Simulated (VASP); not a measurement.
Here is a VASP 6.6.1 calculation.

INCAR

```
  PREC = Accurate
  ENCUT = 520
  EDIFF = 1E-7
  ISMEAR = -1
  SIGMA = 0.02
  LREAL = F
  LASPH = T
  NELM = 100
  ALGO = Normal
  ISIF = 2
  LWAVE = F
  LCHARG = F
  GGA = PE
  NBANDS = 12
```

Contents of KPOINTS:

```
regular mesh
0
Gamma
  10 10 10
```

File POSCAR:

```
LiF
1.0
    0.0000000000      2.1446105480      2.1446105480
    2.1947944348      0.0000000000      2.1446105480
    2.1947944348      2.1446105480      0.0000000000
Li F
1 1
Direct
    0.0000000000      0.0000000000      0.0000000000
    0.2500000000      0.2500000000      0.2500000000
```

Potentials or basis: VASP PAW PBE potentials, release 64 (Li_sv, F).

Command:

```console
$ cat potpaw_PBE.64/Li_sv/POTCAR potpaw_PBE.64/F/POTCAR > POTCAR
$ mpirun -np 1 vasp_std > vasp.out
```

Task: What does it give for the band gap on the k mesh?

Result: 7.78 eV, direct.

Caveat: the cell differs from its parent crystal (uniaxial x strain +2.3%). A k mesh can miss the band edges.
